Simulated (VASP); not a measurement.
CaSe: single point with PBE

Crystal: CaSe.

```
CELL_PARAMETERS angstrom
-0.03086 2.93667 2.93667
2.93667 -0.03086 2.93667
2.93667 2.93667 -0.03086
ATOMIC_POSITIONS crystal
Ca 0.00000 0.00000 0.00000
Se 0.50000 0.50000 0.50000
```

This cell differs from its parent crystal: strain along [111] -1.6%.

| Quantity | Value |
| --- | --- |
| Program | VASP 6.6.1 |
| Task | single point |
| Functional | PBE |
| Potentials or basis | VASP PAW PBE potentials, release 64 (Ca_sv, Se) |
| Cutoff | 520 eV |
| k mesh | 8 × 8 × 8 |
| Occupations | fermi-dirac, width 0.02 eV |
| Spin | no spin polarisation |
| Dipole correction | no |
| Further INCAR settings | ALGO = Normal; EDIFF = 1e-06; NBANDS = 15 |

- Pressure: 1.6 GPa
- Band gap on the k mesh: 1.95 eV, indirect (least direct gap 2.91 eV)

Stress tensor (GPa, compression positive):
```
1.56 0.28 0.28
0.28 1.56 0.28
0.28 0.28 1.56
```

Levels at points of the mesh, in eV from the valence-band top:
```csv
k point,band 4,band 5,band 6,band 7,band 8,band 9,band 10,band 11,band 12,band 13
"(0.00, 0.00, 0.00)",-20.79,-11.88,-0.09,-0.09,0.00,3.30,3.61,3.61,3.74,4.22
"(0.50, 0.00, 0.00)",-20.79,-11.17,-3.37,-1.29,-1.21,4.49,5.39,5.41,5.53,7.46
"(0.50, 0.50, 0.00)",-20.82,-11.29,-2.59,-1.04,-0.96,1.95,4.99,5.01,5.98,6.01
"(0.50, 0.50, 0.50)",-20.79,-11.15,-3.34,-1.33,-1.33,4.42,5.46,5.49,5.49,7.53
```

It took 24 s on 1 thread of Intel(R) Xeon(R) 6975P-C (Granite Rapids) (shared host), peak memory 0.2 GiB.

Caveat: the cell differs from its parent crystal (strain along [111] -1.6%). A k mesh can miss the band edges.
